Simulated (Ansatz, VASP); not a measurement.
# One calculation of TaSi2, two programs

```xyz
9
Lattice="4.7839 0.0000 0.0000 -2.3920 4.1430 0.0000 0.0000 0.0000 6.4386" Properties=species:S:1:pos:R:3 pbc="T T T"
Ta    2.3920    0.0000    0.0000
Ta    1.1960    2.0715    4.2924
Ta   -1.1960    2.0715    2.1462
Si    0.0000    1.3127    0.0000
Si    3.6471    0.6564    4.2924
Si    1.2551    3.4866    2.1462
Si    2.3920    2.8303    0.0000
Si   -1.2551    3.4866    4.2924
Si    1.1368    0.6564    2.1462
```

Change from the starting cell: z stretched by -2 %, ions relaxed.

Alike in both runs: functional PBE; k mesh 11 × 11 × 7; occupations fermi-dirac, width 0.05 eV; no spin polarisation.

Ansatz relaxed the structure, and its values are those at the end. VASP's run is a single point on that final structure, the one shown.

|  | VASP | Ansatz |
| --- | --- | --- |
| version | VASP 6.6.1 | Ansatz 0.2.0 |
| potentials or method | VASP PAW PBE potentials, release 64 (Ta_pv, Si) | plane-wave PAW, scalar-relativistic |
| plane-wave cutoff (eV) | 520 | 420 |
| valence electrons in the cell | 57 | 63 |

```tsv
	VASP	Ansatz	Ansatz less VASP
pressure (GPa)	7.4	7.3	-0.12
```

VASP's potentials hold 57 valence electrons a cell and Ansatz's 63, so a difference there can come from the potentials and not from the codes. Ansatz's warnings: stress scf threshold loose.

Spin-orbit coupling is off throughout.
